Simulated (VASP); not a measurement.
Wanted: the native input for a VASP 6.6.1 run.

```
Task                   : single point
Functional             : PBE
Potentials or basis    : VASP PAW PBE potentials, release 64 (K_sv, Br)
Cutoff                 : 500 eV
k mesh                 : 4 × 4 × 4
Occupations            : gaussian, width 0.01 eV
Spin                   : no spin polarisation
Dipole correction      : no
Further INCAR settings : ALGO = Normal; EDIFF = 1e-06; NBANDS = 15
```

The structure of KBr lies in POSCAR:

```
KBr
1.0
    3.9089135150      0.0000000000      0.0000000000
    0.0000000000      3.9089135150      0.0000000000
    0.0000000000      0.0000000000      3.9089135150
K Br
1 1
Direct
    0.0000000000      0.0000000000      0.0000000000
    0.5000000000      0.5000000000      0.5000000000
```

This cell differs from its parent crystal: volume changed by -5%.

These files were run (other wordings do the same):

INCAR

```
SYSTEM = KBr
PREC = Accurate
ENCUT = 500
EDIFF = 1E-6
ISMEAR = 0
SIGMA = 0.01
LREAL = .FALSE.
LASPH = .TRUE.
NELM = 120
ALGO = Normal
ISIF = 2
LWAVE = .FALSE.
LCHARG = .FALSE.
GGA = PE
NBANDS = 15
GGA_COMPAT = .FALSE.
```

KPOINTS

```
regular mesh
0
G
  4 4 4
  0 0 0
```

Potentials or basis: VASP PAW PBE potentials, release 64 (K_sv, Br).

The run is started by

```bash
$ cat potpaw_PBE.64/K_sv/POTCAR potpaw_PBE.64/Br/POTCAR > POTCAR
$ mpirun -np 1 vasp_std > vasp.out
```

Results of the run:

```json
{
 "Pressure": "2.1 GPa",
 "Band gap on the k mesh": "4.20 eV, indirect (least direct gap 4.49 eV)"
}
```

Wall time 12 s on 1 thread of Intel(R) Xeon(R) Platinum 8488C (Sapphire Rapids), on a shared host, peak memory 0.16 GiB.
